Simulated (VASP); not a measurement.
# GaP3 (P4/mmm) in VASP: relaxation of cell and atoms with PBE

Aim: the relaxation of cell and atoms of GaP3 with PBE.

Program: VASP 6.6.1. These are calculated values, not measurements. Logs are shortened: lines on timing, memory, paths and dates and some standing lists are left out, and cuts for length are marked.

## Step 1: The cell of the first run

Symmetry: P4/mmm, No. 123, tetragonal system. The conventional cell has a = 4.060 Å, b = 4.060 Å, c = 4.018 Å, α = 90.00°, β = 90.00°, γ = 90.00°. Ga (site symmetry 4/mmm) has 12 P at 2.86 to 2.87 Å within 3.8 Å. Within 3.8 Å of P (site symmetry mmm) lie 4 Ga at 2.86 Å and 8 P at 2.86 to 2.87 Å. P (site symmetry 4/mmm) has 8 P at 2.86 Å and 4 Ga at 2.87 Å within 3.8 Å.

## Step 2: Relaxation of cell and atoms, PBE

The input, INCAR:

```
SYSTEM = GaP3
ALGO = Fast
EDIFF = 1E-7
EDIFFG = -0.01
ENCUT = 600
GGA = PE
IBRION = 2
ISIF = 3
ISMEAR = 0
LASPH = .True.
LCHARG = .False.
LREAL = .False.
LWAVE = .False.
NELM = 80
NSW = 100
PREC = Accurate
SIGMA = 0.1
```

The input, KPOINTS:

```
k-points
0
Gamma
  12 12 12
  0 0 0
```

The input, POSCAR:

```
GaP3
1.0
    4.0597117286      0.0000000000      0.0000000000
    0.0000000000      4.0597117286      0.0000000000
    0.0000000000      0.0000000000      4.0179835583
Ga P
1 3
Direct
    0.0000000000      0.0000000000      0.0000000000
    0.0000000000      0.5000000000      0.5000000000
    0.5000000000      0.0000000000      0.5000000000
    0.5000000000      0.5000000000      0.0000000000
```

Potentials or basis: VASP PAW PBE potentials, release 64 (Ga_d, P).

Started as:

```
cat potpaw_PBE.64/Ga_d/POTCAR potpaw_PBE.64/P/POTCAR > POTCAR
mpirun -np 1 vasp_std > vasp.out
```

OUTCAR:

```text
SYSTEM = GaP3
   EDIFF = 1E-7
   EDIFFG = -0.01
   ENCUT = 600
   GGA = PE
   IBRION = 2
   ISIF = 3
   ISMEAR = 0
   LASPH = .True.
   LREAL = .False.
   NELM = 80
   NSW = 100
   PREC = Accurate

 ion  position               nearest neighbor table
   1  0.000  0.000  0.000-   2 2.86   3 2.86   2 2.86   3 2.86   2 2.86   2 2.86   3 2.86   3 2.86
                             4 2.87   4 2.87   4 2.87   4 2.87
   2  0.000  0.500  0.500-   1 2.86   4 2.86   1 2.86   4 2.86   1 2.86   1 2.86   4 2.86   4 2.86
                             3 2.87   3 2.87   3 2.87   3 2.87
   3  0.500  0.000  0.500-   1 2.86   4 2.86   1 2.86   4 2.86   4 2.86   4 2.86   1 2.86   1 2.86
                             2 2.87   2 2.87   2 2.87   2 2.87
   4  0.500  0.500  0.000-   2 2.86   3 2.86   2 2.86   3 2.86   3 2.86   3 2.86   2 2.86   2 2.86
                             1 2.87   1 2.87   1 2.87   1 2.87

  LATTYP: Found a simple tetragonal cell.
 ALAT       =     4.0597117286
 C/A-ratio  =     0.9897213957

  Lattice vectors:

 A1 = (   4.0597117286,   0.0000000000,   0.0000000000)
 A2 = (   0.0000000000,   4.0597117286,   0.0000000000)
 A3 = (   0.0000000000,   0.0000000000,   4.0179835583)

Analysis of symmetry for initial positions (statically):
=====================================================================
 Subroutine PRICEL returns:
 Original cell was already a primitive cell.

 Routine SETGRP: Setting up the symmetry group for a
 simple tetragonal supercell.

 Subroutine GETGRP returns: Found 16 space group operations
 (whereof 16 operations were pure point group operations)
 out of a pool of 16 trial point group operations.

The static configuration has the point symmetry D_4h.

Analysis of symmetry for dynamics (positions and initial velocities):
=====================================================================
 Subroutine PRICEL returns:
 Original cell was already a primitive cell.

 Routine SETGRP: Setting up the symmetry group for a
 simple tetragonal supercell.

 Subroutine GETGRP returns: Found 16 space group operations
 (whereof 16 operations were pure point group operations)
 out of a pool of 16 trial point group operations.

The dynamic configuration has the point symmetry D_4h.

 Subroutine INISYM returns: Found 16 space group operations
 (whereof 16 operations are pure point group operations),
 and found     1 'primitive' translations

----------------------------------------------------------------------------------------

                                     Primitive cell

[... 106 lines left out ...]
   NUPDOWN=      -1.0000    fix difference up-down
   EMIN   =  10.00;   EMAX   =-10.00  energy-range for DOS
   EFERMI =   0.00;   METHOD = LEGACY
   ISMEAR =     0;   SIGMA  =   0.10  broadening in eV -4-tet -1-fermi 0-gaus
   EFERMI_NEDOS =   21; number of points for ismear=-14 and -15
   IALGO  =     68    algorithm
   IMIX   =      4    mixing-type and parameters
     AMIX     =   0.40;   BMIX     =  1.00
     AMIX_MAG =   1.60;   BMIX_MAG =  1.00
  volume/ion in A,a.u.               =      16.56       111.72
  Fermi-wavevector in a.u.,A,eV,Ry     =   1.228744  2.321989 20.542229  1.509811
  Thomas-Fermi vector in A             =   2.363658
   LORBIT       =      0    0 simple, 1 ext, 2 COOP (PROOUT), +10 PAW based schemes
   GGA     = PE    functional components
   LHFCALC =     F    Hartree Fock is set to
   AEXX    =    0.0000 exact exchange contribution
   IVDW    =     0    specifies the selected vdW correction
   LEPSILON=     F    determine dielectric tensor
   LRPA    =     F    only Hartree local field effects (RPA)
 conjugate gradient relaxation of ions
 non-spin polarized calculation
 RMM-DIIS sequential band-by-band and
 Gauss-broadening in eV      SIGMA  =   0.10
  energy-cutoff  :      600.00
  volume of cell :       66.22
 maximum number of plane-waves:      2256
   NGX = 17   NGY = 17   NGZ = 17

--------------------------------------- Ionic step        1  -------------------------------------------

 number of electron      28.0000014 magnetization

 Free energy of the ion-electron system (eV)
  ---------------------------------------------------
  ext. energy  EPLUGINS =         0.00000000
  ---------------------------------------------------
  free energy    TOTEN  =       -16.58141934 eV

  energy without entropy =      -16.57608856  energy(sigma->0) =      -16.57875395

------------------------ aborting loop because EDIFF is reached ----------------------------------------

  FORCE on cell =-STRESS in cart. coord.  units (eV):
  Direction    XX          YY          ZZ          XY          YZ          ZX
  --------------------------------------------------------------------------------------
  -------------------------------------------------------------------------------------
  Total       -1.1695755     -1.1695755     -1.1821162      0.0000000     -0.0000000      0.0000000
  in kB      -28.2969942    -28.2969942    -28.6004066      0.0000000     -0.0000000      0.0000000
  external PRESSURE =     -28.3981316 kB  Pullay stress =       0.0000000 kB
[... 63 lines left out ...]
--------------------------------------- Ionic step        3  -------------------------------------------

 number of electron      27.9999999 magnetization

 Free energy of the ion-electron system (eV)
  ---------------------------------------------------
  ext. energy  EPLUGINS =         0.00000000
  ---------------------------------------------------
  free energy    TOTEN  =       -16.60427924 eV

  energy without entropy =      -16.59849317  energy(sigma->0) =      -16.60138621

 E-fermi :   8.2058     XC(G=0): -11.2715

 val. band max:        8.2036590919   @ k =   0.4167   0.1667   0.2500
 cond. band min:       8.2128687168   @ k =   0.5000   0.4167   0.1667
 fundamental gap:      0.0092096249
 Fermi energy:         8.2057897385

 k-point     1 :       0.0000    0.0000    0.0000
  band No.  band energies     occupation
      1      -6.7167      2.00000
      2      -6.6937      2.00000
      3      -6.6901      2.00000
      4      -6.6502      2.00000
      5      -6.6496      2.00000
      6      -6.6496      2.00000
[... 481 lines left out ...]
      5      -6.6409      2.00000
      6      -4.3859      2.00000
[... 10 lines left out ...]
     17      10.2370      0.00000
     18      10.5841      0.00000

 [... further k-points ...]

------------------------ aborting loop because EDIFF is reached ----------------------------------------

  FORCE on cell =-STRESS in cart. coord.  units (eV):
  Direction    XX          YY          ZZ          XY          YZ          ZX
  --------------------------------------------------------------------------------------
  -------------------------------------------------------------------------------------
  Total        0.0142203      0.0142203     -0.0211123      0.0000000     -0.0000000      0.0000000
  in kB        0.3576819      0.3576819     -0.5310347      0.0000000     -0.0000000      0.0000000
  external PRESSURE =       0.0614430 kB  Pullay stress =       0.0000000 kB
[... 19 lines left out ...]
  FREE ENERGIE OF THE ION-ELECTRON SYSTEM (eV)
  ---------------------------------------------------
  free  energy   TOTEN  =       -16.6042792445 eV

  energy  without entropy=      -16.5984931658  energy(sigma->0) =      -16.60138621

 reached required accuracy - stopping structural energy minimisation
```

CONTCAR:

```text
GaP3
   1.00000000000000
     4.0076524431540532    0.0000000000000000    0.0000000000000000
     0.0000000000000000    4.0076524431540532    0.0000000000000000
     0.0000000000000000   -0.0000000000000000    3.9659069053500917
  Ga              P
     1     3
Direct
     0.0000000000000000    0.0000000000000000    0.0000000000000000
     0.0000000000000000    0.5000000000000000    0.5000000000000000
     0.5000000000000000    0.0000000000000000    0.5000000000000000
     0.5000000000000000    0.5000000000000000    0.0000000000000000

  0.00000000E+00  0.00000000E+00  0.00000000E+00
  0.00000000E+00  0.00000000E+00  0.00000000E+00
  0.00000000E+00  0.00000000E+00  0.00000000E+00
  0.00000000E+00  0.00000000E+00  0.00000000E+00
```

It took 7.3 min on 1 thread of Oxide Virtual Turin-like, shared host; peak memory 0.36 GiB.

Results:

```yaml
Free_energy: -16.6043 eV
Relaxed_volume: 15.92 Å³/atom
Relaxed_cell: a = 4.008 Å, b = 4.008 Å, c = 3.966 Å, α = 90.00°, β = 90.00°, γ = 90.00°
Space_group_after_relaxing_to_0.1_Å: Pm-3m (No. 221)
Energy_gained_by_relaxing: 5.7 meV/atom
Ionic_steps: 3
Pressure_after_relaxing: 0.0 GPa
Band_gap_on_the_k_mesh: zero (bands 14 and 15 overlap by 5.82 eV)
```

Step by step:
| step | energy change (eV) | largest force (eV/Å) | pressure (GPa) | volume (Å³) |
| --- | --- | --- | --- | --- |
| 1 | 0.0000 | 0.0000 | -2.84 | 66.22 |
| 2 | -0.0226 | 0.0000 | 0.31 | 63.45 |
| 3 | -0.0229 | 0.0000 | 0.01 | 63.70 |

Final structure:
```
CELL_PARAMETERS angstrom
4.00765 0.00000 0.00000
0.00000 4.00765 0.00000
0.00000 0.00000 3.96591
ATOMIC_POSITIONS crystal
Ga 0.00000 0.00000 0.00000
P 0.00000 0.50000 0.50000
P 0.50000 0.00000 0.50000
P 0.50000 0.50000 0.00000
```
